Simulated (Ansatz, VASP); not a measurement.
**PbO in VASP and in Ansatz**

INCAR

```
ALGO = Normal
EDIFF = 1E-6
ENCUT = 520
GGA = PE
ISIF = 2
ISMEAR = 0
LASPH = True
LCHARG = False
LREAL = False
LWAVE = False
NBANDS = 28
NELM = 60
PREC = Accurate
SIGMA = 0.1
```

The input KPOINTS:

```
k-points
0
Gamma
  4 4 4
```

Contents of POSCAR:

```
PbO
1.0
    3.9529822318      0.0000000000      0.0000000000
    0.0000000000      3.9529822318      0.0000000000
    0.0000000000      0.0000000000      5.1771966280
Pb O
2 2
Direct
    0.0000000000      0.5000000000      0.2287756856
    0.5000000000      0.0000000000      0.7712243144
    0.5000000000      0.5000000000      0.0000000000
    0.0000000000      0.0000000000      0.0000000000
```

Input for Ansatz:

```yaml
crystal:
  lattice:
    - [3.9529822318, 0.0, 0.0]
    - [0.0, 3.9529822318, 0.0]
    - [0.0, 0.0, 5.177196628]
  atoms:
    - { symbol: Pb, position: [0.0, 0.5, 0.2287756856] }
    - { symbol: Pb, position: [0.5, 0.0, 0.7712243144] }
    - { symbol: O, position: [0.5, 0.5, 0.0] }
    - { symbol: O, position: [0.0, 0.0, 0.0] }
basis:
  ecutwfc: 420
kpoints:
  mp_grid: { grid: [4, 4, 4] }
hamiltonian:
  xc: pbe
scf:
  occupations: { method: gaussian, width: 0.1 }
output:
  forces: true
  stress: true
  eigenvalues: true
```

Alike in both runs: task single point; functional PBE; k mesh 4 × 4 × 4; occupations gaussian, width 0.1 eV; no spin polarisation.

```csv
,VASP,Ansatz
version,VASP 6.6.1,Ansatz 0.2.0
potentials or method,"VASP PAW PBE potentials, release 64 (Pb_d, O), cutoff 520 eV","scalar-relativistic, plane waves, PAW"
valence electrons in the cell,40,40
```

Ansatz gave:

- gap on the k mesh at the Fermi level (eV): 1.34
- least direct gap on the mesh (eV): 2.25
- pressure (GPa): 5.3
- traceless stress, the component that is largest in VASP (GPa): -1.02
- rms of the force components (eV/Å): 0.243

**Question.** What did VASP give for the same quantities?

**Answer.** gap on the k mesh at the Fermi level (eV): 1.35; least direct gap on the mesh (eV): 2.24; pressure (GPa): 5.4; traceless stress, the component that is largest in VASP (GPa): -1.04; rms of the force components (eV/Å): 0.261.

Atom by atom the forces differ by 0.019 eV/Å (rms over components).

Spin-orbit coupling is off throughout.
